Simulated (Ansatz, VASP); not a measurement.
**ScRhC6N6: VASP beside Ansatz**

```
Sc Rh C N
1.0
     0.00000    5.36318    5.36318
     5.36318    0.00000    5.36318
     5.36318    5.36318    0.00000
Sc Rh C N
1 1 6 6
Direct
  0.50000 0.50000 0.50000
  0.00000 0.00000 0.00000
  0.81326 0.18674 0.18674
  0.18674 0.81326 0.18674
  0.18674 0.18674 0.81326
  0.18674 0.81326 0.81326
  0.81326 0.18674 0.81326
  0.81326 0.81326 0.18674
  0.70457 0.29543 0.29543
  0.29543 0.70457 0.29543
  0.29543 0.29543 0.70457
  0.29543 0.70457 0.70457
  0.70457 0.29543 0.70457
  0.70457 0.70457 0.29543
```

Alike in both runs: functional PBE; k mesh 4 × 4 × 4; occupations gaussian, width 0.02 eV; no spin polarisation.

Ansatz relaxed the structure, and its values are those at the end. VASP's run is a single point on that final structure, the one shown.

|  | VASP | Ansatz |
| --- | --- | --- |
| version | VASP 6.6.1 | Ansatz 0.2.0 |
| potentials or method | VASP PAW PBE potentials, release 64 (Sc_sv, Rh_pv, C, N), cutoff 520 eV | scalar-relativistic, plane waves, PAW |
| valence electrons in the cell | 80 | 82 |

|  | VASP | Ansatz | Ansatz less VASP |
| --- | --- | --- | --- |
| gap on the k mesh at the Fermi level (eV) | 3.93 | 3.92 | -0.006 |
| least direct gap on the mesh (eV) | 4.08 | 4.08 | -0.006 |
| pressure (GPa) | 0.5 | 0.0 | -0.42 |
| rms of the force components (eV/Å) | 0.210 | 0.004 | -0.2066 |

One of these differences is far larger than is usual between the two programs; its cause wasn't traced. VASP's potentials hold 80 valence electrons a cell and Ansatz's 82, so a difference there can come from the potentials and not from the codes.

Noted on VASP's run: the standard files for N, O and F lose accuracy on very short bonds.
